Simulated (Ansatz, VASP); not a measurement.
# C in VASP and in Ansatz

INCAR

```
SYSTEM = C
  PREC = Accurate
  ENCUT = 520
  EDIFF = 1E-6
  ISMEAR = 0
  SIGMA = 0.15
  LREAL = .FALSE.
  LASPH = .TRUE.
  NELM = 60
  ALGO = Normal
  ISIF = 2
  LWAVE = .FALSE.
  LCHARG = .TRUE.
  GGA = PS
  IVDW = 12
  LELF = .TRUE.
  LVHAR = .TRUE.
  NBANDS = 16
```

Contents of KPOINTS:

```
Automatic mesh
0
G
  21 21 8
  0 0 0
```

The input POSCAR:

```
C
1.0
    2.5168330940      0.0000000000      0.0000000000
   -1.2584165470      2.1796413965      0.0000000000
    0.0000000000      0.0000000000      6.5769882413
C
4
Direct
    0.0000000000      0.0000000000      0.0025000000
    0.0000000000      0.0000000000      0.5025000000
    0.3333333333      0.6666666667      0.0025000000
    0.6666666667      0.3333333333      0.5025000000
```

Input for Ansatz:

```yaml
crystal:
  lattice:
    - [2.516833094, 0.0, 0.0]
    - [-1.258416547, 2.1796413965, 0.0]
    - [0.0, 0.0, 6.5769882413]
  atoms:
    - { symbol: C, position: [0.0, 0.0, 0.0025] }
    - { symbol: C, position: [0.0, 0.0, 0.5025] }
    - { symbol: C, position: [0.3333333333, 0.6666666667, 0.0025] }
    - { symbol: C, position: [0.6666666667, 0.3333333333, 0.5025] }
basis:
  ecutwfc: 520.0
kpoints:
  mp_grid: { grid: [21, 21, 8] }
hamiltonian:
  xc: pbesol
  pseudopotentials: { kind: paw, azcp: { folder: soft_1 } }
  dispersion: d3bj
scf:
  occupations: { method: gaussian, width: 0.15 }
output:
  forces: true
  stress: true
  eigenvalues: true
```

Alike in both runs: task single point; functional PBEsol; dispersion D3(BJ); k mesh 21 × 21 × 8; occupations gaussian, width 0.15 eV; no spin polarisation.

|  | VASP | Ansatz |
| --- | --- | --- |
| version | VASP 6.6.1 | Ansatz 0.2.0 |
| potentials or method | VASP PAW PBE potentials, release 64 (C), cutoff 520 eV | scalar-relativistic, plane waves, PAW |
| valence electrons in the cell | 16 | 16 |

```tsv
	VASP	Ansatz	Ansatz less VASP
gap on the k mesh at the Fermi level (eV)	none	none	-
pressure (GPa)	-18.3	-18.9	-0.66
traceless stress, the component that is largest in VASP (GPa)	18.30	19.04	+0.739
```

VASP's potentials were made for PBE, not for PBEsol, and Ansatz warns of the same on its side. A gap of «none» marks a metal or a gap that the smearing closes.
